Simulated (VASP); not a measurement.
# Ti (Im-3m) in VASP: notebook

Runs on Ti. Level: PBEsol. Tasks: single point.

Program: VASP 6.6.1. These are calculated values, not measurements. Logs are shortened: lines on timing, memory, paths and dates and some standing lists are left out, and cuts for length are marked.

**1. The cell of the first run**

The structure is cubic, space group Im-3m (No. 229). Conventional cell: a = 3.282 Å, b = 3.282 Å, c = 3.282 Å, α = 90.00°, β = 90.00°, γ = 90.00°. Within 3.7 Å of Ti (site symmetry m-3m) lie 14 Ti at 2.84 to 3.28 Å.

**2. Single point, PBEsol**

INCAR reads:

```
SYSTEM = Ti
  PREC = Accurate
  ENCUT = 520
  EDIFF = 1E-6
  ISMEAR = 0
  SIGMA = 0.25
  LREAL = .FALSE.
  LASPH = .TRUE.
  NELM = 80
  ALGO = Normal
  ISIF = 2
  LWAVE = .FALSE.
  LCHARG = .FALSE.
  GGA = PS
  NBANDS = 12
```

KPOINTS reads:

```
regular mesh
0
G
  14 14 14
  0 0 0
```

POSCAR reads:

```
Ti
1.0
    2.8422950000      0.0000000000      0.0000000000
   -0.9474316370      2.6797414353      0.0000000000
   -0.9474316370     -1.3398706547      2.3207241949
Ti
1
Direct
    0.0000000000      0.0000000000      0.0000000000
```

Potentials or basis: VASP PAW PBE potentials, release 64 (Ti_sv).

Launch:

```bash
cat potpaw_PBE.64/Ti_sv/POTCAR > POTCAR
mpirun -np 1 vasp_std > vasp.out
```

OUTCAR:

```text
SYSTEM = Ti
   PREC = Accurate
   ENCUT = 520
   EDIFF = 1E-6
   ISMEAR = 0
   LREAL = .FALSE.
   LASPH = .TRUE.
   NELM = 80
   ISIF = 2
   GGA = PS

 ion  position               nearest neighbor table
   1  0.000  0.000  0.000-

  LATTYP: Found a body centered cubic cell.
 ALAT       =     3.2819995667

  Lattice vectors:

 A1 = (   2.8422950000,   0.0000000000,   0.0000000000)
 A2 = (  -0.9474316370,   2.6797414353,   0.0000000000)
 A3 = (  -0.9474316370,  -1.3398706547,   2.3207241949)

Analysis of symmetry for initial positions (statically):
=====================================================================
 Subroutine PRICEL returns:
 Original cell was already a primitive cell.

 Routine SETGRP: Setting up the symmetry group for a
 body centered cubic supercell.

 Subroutine GETGRP returns: Found 48 space group operations
 (whereof 48 operations were pure point group operations)
 out of a pool of 48 trial point group operations.

The static configuration has the point symmetry O_h .

Analysis of symmetry for dynamics (positions and initial velocities):
=====================================================================
 Subroutine PRICEL returns:
 Original cell was already a primitive cell.

 Routine SETGRP: Setting up the symmetry group for a
 body centered cubic supercell.

 Subroutine GETGRP returns: Found 48 space group operations
 (whereof 48 operations were pure point group operations)
 out of a pool of 48 trial point group operations.

The dynamic configuration has the point symmetry O_h .

 Subroutine INISYM returns: Found 48 space group operations
 (whereof 48 operations are pure point group operations),
 and found     1 'primitive' translations

----------------------------------------------------------------------------------------

                                     Primitive cell

  volume of cell :      17.6761

  direct lattice vectors                    reciprocal lattice vectors
     2.842295000  0.000000000  0.000000000     0.351828364  0.124390107  0.215449978
    -0.947431637  2.679741435  0.000000000     0.000000000  0.373170332  0.215449978
    -0.947431637 -1.339870655  2.320724195     0.000000000  0.000000000  0.430899976

  length of vectors
     2.842295000  2.842295000  2.842295000     0.430899976  0.430899976  0.430899976

  position of ions in fractional coordinates (direct lattice)
     0.000000000  0.000000000  0.000000000

  ion indices of the primitive-cell ions
   primitive index   ion index
                 1           1

[... 77 lines left out ...]
   ISIF   =      2    stress and relaxation
   ISYM   =      2    0-nonsym 1-usesym 2-fastsym
   POTIM  = 0.5000    time-step for ionic-motion
   TEBEG  =    0.0;   TEEND  =   0.0 temperature during run
   PSTRESS=    0.0 pullay stress
   NELECT =      12.0000    total number of electrons
   NUPDOWN=      -1.0000    fix difference up-down
   EMIN   =  10.00;   EMAX   =-10.00  energy-range for DOS
   EFERMI =   0.00;   METHOD = LEGACY
   ISMEAR =     0;   SIGMA  =   0.25  broadening in eV -4-tet -1-fermi 0-gaus
   EFERMI_NEDOS =   21; number of points for ismear=-14 and -15
   IALGO  =     38    algorithm
   IMIX   =      4    mixing-type and parameters
     AMIX     =   0.40;   BMIX     =  1.00
     AMIX_MAG =   1.60;   BMIX_MAG =  1.00
  volume/ion in A,a.u.               =      17.68       119.28
  Fermi-wavevector in a.u.,A,eV,Ry     =   1.438821  2.718977 28.166855  2.070205
  Thomas-Fermi vector in A             =   2.557745
   LORBIT       =      0    0 simple, 1 ext, 2 COOP (PROOUT), +10 PAW based schemes
   GGA     = PS    functional components
   LHFCALC =     F    Hartree Fock is set to
   AEXX    =    0.0000 exact exchange contribution
   IVDW    =     0    specifies the selected vdW correction
   LEPSILON=     F    determine dielectric tensor
   LRPA    =     F    only Hartree local field effects (RPA)
 non-spin polarized calculation
 Gauss-broadening in eV      SIGMA  =   0.25
  energy-cutoff  :      520.00
  volume of cell :       17.68
 maximum number of plane-waves:       490
 NGX is ok and might be reduce to    24
   NGX = 11   NGY = 11   NGZ = 11

 number of electron      12.0000001 magnetization

 Free energy of the ion-electron system (eV)
  ---------------------------------------------------
  ext. energy  EPLUGINS =         0.00000000
  ---------------------------------------------------
  free energy    TOTEN  =        -8.24599648 eV

  energy without entropy =       -8.17025928  energy(sigma->0) =       -8.20812788

 E-fermi :   7.7765     XC(G=0): -11.5483

 val. band max:        7.7693892689   @ k =  -0.2857   0.2857   0.2143
 cond. band min:       7.7821984128   @ k =   0.1429   0.1429   0.0714
 fundamental gap:      0.0128091439
 Fermi energy:         7.7764865079

 k-point     1 :       0.0000    0.0000    0.0000
  band No.  band energies     occupation
      1     -48.5540      2.00000
      2     -24.5244      2.00000
      3     -24.5244      2.00000
      4     -24.5244      2.00000
      5       1.8625      2.00000
      6       8.7455      0.00000
      7       8.7455      0.00000
      8       8.7455      0.00000
      9      10.4795      0.00000
     10      10.4795      0.00000
     11      25.0724      0.00000
     12      25.0724      0.00000
[... 331 lines left out ...]
 k-point    24 :       0.3571    0.2857    0.0000
  band No.  band energies     occupation
      1     -48.4145      2.00000
      2     -25.0142      2.00000
      3     -24.9143      2.00000
      4     -24.6028      2.00000
      5       6.6906      2.00000
      6       7.2472      1.99725
      7       7.4223      1.95491
      8      10.5780      0.00000
      9      10.8057      0.00000
     10      14.7862      0.00000
     11      16.0806      0.00000
     12      17.0932      0.00000

 [... further k-points ...]
[... 5 lines left out ...]
  --------------------------------------------------------------------------------------
  -------------------------------------------------------------------------------------
  Total       -0.7181002     -0.7181002     -0.7181002     -0.0000000     -0.0000000     -0.0000000
  in kB      -65.0893640    -65.0893645    -65.0893666     -0.0000007     -0.0000018     -0.0000012
  external PRESSURE =     -65.0893651 kB  Pullay stress =       0.0000000 kB

 VOLUME and BASIS-vectors are now :
 -----------------------------------------------------------------------------
  energy-cutoff  :      520.00
  volume of cell :       17.68
      direct lattice vectors                 reciprocal lattice vectors
     2.842295000  0.000000000  0.000000000     0.351828364  0.124390107  0.215449978
    -0.947431637  2.679741435  0.000000000     0.000000000  0.373170332  0.215449978
    -0.947431637 -1.339870655  2.320724195     0.000000000  0.000000000  0.430899976

 POSITION                                       TOTAL-FORCE (eV/Angst)
 -----------------------------------------------------------------------------------
      0.00000      0.00000      0.00000         0.000000      0.000000      0.000000
 -----------------------------------------------------------------------------------
    total drift:                                0.000000      0.000000      0.000000

  FREE ENERGIE OF THE ION-ELECTRON SYSTEM (eV)
  ---------------------------------------------------
  free  energy   TOTEN  =        -8.2459964784 eV

  energy  without entropy=       -8.1702592833  energy(sigma->0) =       -8.20812788
```

OSZICAR:

```text
N       E                     dE             d eps       ncg     rms          rms(c)
DAV:   1     0.867323070156E+02    0.86732E+02   -0.64936E+03  2512   0.119E+03
DAV:   2    -0.506623560600E+01   -0.91799E+02   -0.89196E+02  2528   0.297E+02
DAV:   3    -0.936912764369E+01   -0.43029E+01   -0.42486E+01  3488   0.650E+01
DAV:   4    -0.945614228241E+01   -0.87015E-01   -0.86903E-01  2812   0.833E+00
DAV:   5    -0.945838407051E+01   -0.22418E-02   -0.22417E-02  2924   0.114E+00    0.852E+00
DAV:   6    -0.824450519649E+01    0.12139E+01   -0.28415E+00  2704   0.237E+01    0.202E+00
DAV:   7    -0.823803537531E+01    0.64698E-02   -0.75245E-02  2944   0.280E+00    0.123E+00
DAV:   8    -0.824555960280E+01   -0.75242E-02   -0.35405E-02  2640   0.226E+00    0.114E-01
DAV:   9    -0.824596741080E+01   -0.40781E-03   -0.22776E-03  3044   0.483E-01    0.731E-02
DAV:  10    -0.824600867757E+01   -0.41267E-04   -0.30442E-04  2664   0.192E-01    0.181E-02
DAV:  11    -0.824599655219E+01    0.12125E-04   -0.35063E-05  2800   0.902E-02    0.964E-03
DAV:  12    -0.824599647840E+01    0.73796E-07   -0.23682E-06  2840   0.171E-02
   1 F= -.82459965E+01 E0= -.82081279E+01  d E =-.757372E-01
```

stdout:

```text
POSCAR found type information on POSCAR Ti
 POSCAR found :  1 types and       1 ions
 scaLAPACK will be used
 -----------------------------------------------------------------------------
|                                                                             |
|                                                                             |
|     You enforced a specific xc type in the INCAR file but a different       |
|     I HOPE YOU KNOW WHAT YOU ARE DOING!                                     |
|                                                                             |
 -----------------------------------------------------------------------------

 LDA part: xc-table for (Slater+PW92), standard interpolation
 POSCAR, INCAR and KPOINTS ok, starting setup
 FFT: planning ... GRIDC
 FFT: planning ... GRID_SOFT
 FFT: planning ... GRID
 WAVECAR not read
 entering main loop
```

Wall time 6.9 s (1 thread of Intel Xeon 6975P-C (Granite Rapids), shared host); peak memory 0.15 GiB.

What came out:

| Property | Result |
| --- | --- |
| Free energy | -8.2460 eV |
| Pressure | -6.5 GPa |
| Band gap on the k mesh | zero (band 6 reaches 8.75 eV, above the bottom of band 7 at 7.12 eV) |

Caveat: the PAW data sets were made with another functional, which shifts forces and pressure a little.

**3. Single point, PBEsol**

INCAR reads:

```
SYSTEM = Ti
PREC = Accurate
ENCUT = 520
EDIFF = 1E-7
ISMEAR = 0
SIGMA = 0.15
LREAL = .FALSE.
LASPH = .TRUE.
NELM = 100
ALGO = Normal
ISIF = 2
LWAVE = .FALSE.
LCHARG = .FALSE.
GGA = PS
NBANDS = 12
```

KPOINTS reads:

```
Automatic mesh
0
G
  14 14 14
  0 0 0
```

POSCAR is that of step 2.

Potentials or basis: VASP PAW PBE potentials, release 64 (Ti_sv).

Launch:

```bash
cat potpaw_PBE.64/Ti_sv/POTCAR > POTCAR
mpirun -np 1 vasp_std > vasp.out
```

It took 8.6 s on 1 thread of Intel Xeon 6975P-C (Granite Rapids), shared host; peak memory 0.15 GiB.

It converged, with:

```
Free energy            : -8.2217 eV
Pressure               : -6.8 GPa
Band gap on the k mesh : zero (band 6 reaches 8.74 eV, above the bottom of band 7 at 7.12 eV)
```

Levels at points of the mesh, in eV from the Fermi level:
```tsv
k point	band 3	band 4	band 5	band 6	band 7	band 8	band 9	band 10
(0.00, 0.00, 0.00)	-32.30	-32.30	-5.91	0.97	0.97	0.97	2.71	2.71
(0.50, 0.00, 0.00)	-32.50	-32.30	-2.41	-0.38	1.11	2.69	3.03	4.20
(0.50, 0.50, 0.50)	-32.74	-32.74	-2.04	-2.04	3.86	3.86	3.86	8.22
```

Caveat: the PAW data sets were made with another functional, which shifts forces and pressure a little.
